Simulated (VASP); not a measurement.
# Lu (Fm-3m) in VASP: a series of runs, part 2 of 2

VASP 6.6.1.

### 3 Single point, revPBE (volume scaled by 1.04)

Input file INCAR:

```
SYSTEM = Lu
ALGO = Normal ; EDIFF = 1E-6
ENCUT = 520 ; GGA = RE
ISIF = 2 ; ISMEAR = -1
LASPH = .TRUE. ; LCHARG = .FALSE.
LREAL = .FALSE. ; LWAVE = .FALSE.
NBANDS = 18 ; NELM = 80
PREC = Accurate ; SIGMA = 0.1
```

Input file KPOINTS:

```
k-points
0
G
  12 12 12
  0 0 0
```

Input file POSCAR:

```
Lu
1.0
    0.0000000000      2.5037258939      2.5037258939
    2.5037258939      0.0000000000      2.5037258939
    2.5037258939      2.5037258939      0.0000000000
Lu
1
Direct
    0.0000000000      0.0000000000      0.0000000000
```

Potentials or basis: VASP PAW PBE potentials, release 64 (Lu).

Launch:

```sh
$ cat potpaw_PBE.64/Lu/POTCAR > POTCAR
$ mpirun -np 1 vasp_std > vasp.out
```

OUTCAR:

```text
SYSTEM = Lu
   EDIFF = 1E-6
   ENCUT = 520
   GGA = RE
   ISIF = 2
   ISMEAR = -1
   LASPH = .TRUE.
   LREAL = .FALSE.
   NELM = 80
   PREC = Accurate

 ion  position               nearest neighbor table
   1  0.000  0.000  0.000-

  LATTYP: Found a face centered cubic cell.
 ALAT       =     5.0074517878

  Lattice vectors:

 A1 = (   0.0000000000,   2.5037258939,   2.5037258939)
 A2 = (   2.5037258939,   0.0000000000,   2.5037258939)
 A3 = (   2.5037258939,   2.5037258939,   0.0000000000)

Analysis of symmetry for initial positions (statically):
[... 184 lines left out ...]
      5      -3.8049      2.00000
      6      -3.0925      2.00000
[... 481 lines left out ...]
      5      -3.0694      2.00000
      6      -3.0608      2.00000
[... 10 lines left out ...]
     17       8.2276      0.00000
     18       9.3130      0.00000

 [... further k-points ...]
[... 5 lines left out ...]
  --------------------------------------------------------------------------------------
  -------------------------------------------------------------------------------------
  Total       -0.2477336     -0.2477336     -0.2477336     -0.0000000      0.0000000      0.0000000
  in kB      -12.6446015    -12.6446015    -12.6446015     -0.0000000      0.0000000      0.0000000
  external PRESSURE =     -12.6446015 kB  Pullay stress =       0.0000000 kB

 VOLUME and BASIS-vectors are now :
 -----------------------------------------------------------------------------
  energy-cutoff  :      520.00
  volume of cell :       31.39
      direct lattice vectors                 reciprocal lattice vectors
     0.000000000  2.503725894  2.503725894    -0.199702372  0.199702372  0.199702372
     2.503725894  0.000000000  2.503725894     0.199702372 -0.199702372  0.199702372
     2.503725894  2.503725894  0.000000000     0.199702372  0.199702372 -0.199702372

 POSITION                                       TOTAL-FORCE (eV/Angst)
 -----------------------------------------------------------------------------------
      0.00000      0.00000      0.00000        -0.000000      0.000000      0.000000
 -----------------------------------------------------------------------------------
    total drift:                               -0.000000     -0.000000     -0.000000

  FREE ENERGIE OF THE ION-ELECTRON SYSTEM (eV)
  ---------------------------------------------------
  free  energy   TOTEN  =        -4.2202801971 eV

  energy  without entropy=       -4.1635613954  energy(sigma->0) =       -4.19192080
```

OSZICAR:

```text
N       E                     dE             d eps       ncg     rms          rms(c)
DAV:   1     0.842999503633E+02    0.84300E+02   -0.10208E+04  3232   0.459E+03
DAV:   2     0.192908196106E+01   -0.82371E+02   -0.80683E+02  2708   0.370E+02
DAV:   3    -0.406511268591E+01   -0.59942E+01   -0.59374E+01  2924   0.732E+01
DAV:   4    -0.428549162266E+01   -0.22038E+00   -0.21916E+00  3744   0.115E+01
DAV:   5    -0.429112226777E+01   -0.56306E-02   -0.56278E-02  2964   0.143E+00    0.348E+00
DAV:   6    -0.423824253206E+01    0.52880E-01   -0.15140E-01  4140   0.561E+00    0.170E+00
DAV:   7    -0.422133664277E+01    0.16906E-01   -0.36685E-02  3450   0.149E+00    0.294E-01
DAV:   8    -0.422009124216E+01    0.12454E-02   -0.43558E-03  4124   0.757E-01    0.106E-01
DAV:   9    -0.422028079378E+01   -0.18955E-03   -0.50286E-04  3070   0.282E-01    0.548E-02
DAV:  10    -0.422027948248E+01    0.13113E-05   -0.77654E-05  3446   0.910E-02    0.693E-03
DAV:  11    -0.422028019707E+01   -0.71459E-06   -0.29335E-06  2552   0.146E-02
   1 F= -.42202802E+01 E0= -.41919208E+01  d E =-.567188E-01
```

stdout:

```text
POSCAR found type information on POSCAR Lu
 POSCAR found :  1 types and       1 ions
 scaLAPACK will be used
 -----------------------------------------------------------------------------
|                                                                             |
|                                                                             |
|     You enforced a specific xc type in the INCAR file but a different       |
|     I HOPE YOU KNOW WHAT YOU ARE DOING!                                     |
|                                                                             |
 -----------------------------------------------------------------------------

 LDA part: xc-table for (Slater+PW92), standard interpolation
 POSCAR, INCAR and KPOINTS ok, starting setup
 FFT: planning ... GRIDC
 FFT: planning ... GRID_SOFT
 FFT: planning ... GRID
 WAVECAR not read
 entering main loop
```

Run time: 16 s. Hardware: 1 thread of Intel Xeon 6975P-C (Granite Rapids), shared host; peak memory 0.19 GiB.

What came out:

```
Free energy : -4.2203 eV
Pressure    : -1.3 GPa
```

Levels at points of the mesh, in eV from the Fermi level:
```
           k point  band 8  band 9  band 10  band 11  band 12  band 13  band 14  band 15  band 16  band 17
(0.00, 0.00, 0.00)   -5.12   -5.12    -5.06    -5.06    -5.06     2.19     2.19     2.19     4.38     4.38
(0.50, 0.00, 0.00)   -5.09   -5.07    -5.07    -5.06    -2.46     0.11     2.01     2.01     5.97     5.97
(0.50, 0.50, 0.00)   -5.10   -5.08    -5.08    -5.08    -1.83    -0.65     1.58     5.99     6.43     6.43
```

Caveat: the PAW data sets were made with another functional, which shifts forces and pressure a little; spin-orbit coupling is left out, which moves the levels of the heavy elements.
